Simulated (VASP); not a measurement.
HfH3Cl, 10 atoms in the cell. It takes space group Cmcm (No. 63, orthorhombic). Conventional cell: a = 3.200 Å, b = 11.000 Å, c = 7.200 Å, α = 90.00°, β = 90.00°, γ = 90.00°. Within 2.6 Å of Hf (site symmetry 2/m) lie 6 H at 1.96 to 2.18 Å. H (site symmetry m2m) has 2 Hf at 1.96 Å and 2 Cl at 2.55 Å within 2.6 Å. H (site symmetry m) has 2 Hf at 2.18 Å and 3 Cl at 2.53 Å and 10 H at 2.77 to 3.20 Å within 3.3 Å. Within 3.3 Å of Cl (site symmetry m2m) lie 8 H at 2.53 to 2.55 Å and 2 Cl at 3.20 Å and 2 Hf at 3.29 Å. 

| Item | Value |
| --- | --- |
| Program | VASP 6.6.1 |
| Task | relaxation of cell and atoms |
| Functional | PBE |
| Potentials or basis | VASP PAW PBE potentials, release 64 (Hf_pv, H, Cl) |
| Cutoff | 600 eV |
| k mesh | 4 × 4 × 2 |
| Occupations | gaussian, width 0.15 eV |
| Spin | no spin polarisation |
| Dipole correction | no |
| Further INCAR settings | ALGO = Normal; EDIFF = 1e-06; IBRION = 2; EDIFFG = -0.08; NSW = 36; ISIF = 3 |

Potentials or basis: VASP PAW PBE potentials, release 64 (Hf_pv, H, Cl).

Run with:

```console
$ cat potpaw_PBE.64/Hf_pv/POTCAR potpaw_PBE.64/H/POTCAR potpaw_PBE.64/Cl/POTCAR > POTCAR
$ mpirun -np 1 vasp_std > vasp.out
```

Hardware: 1 thread of AMD EPYC 9R45 96-Core Processor (Zen 5), on a shared host.

Task: Estimate the wall time of this run.

Result: It took 17 min on 1 thread of AMD EPYC 9R45 96-Core Processor (Zen 5) (shared host), peak memory 0.4 GiB. Counts: scf iterations 262, k points 14, ion steps 29.
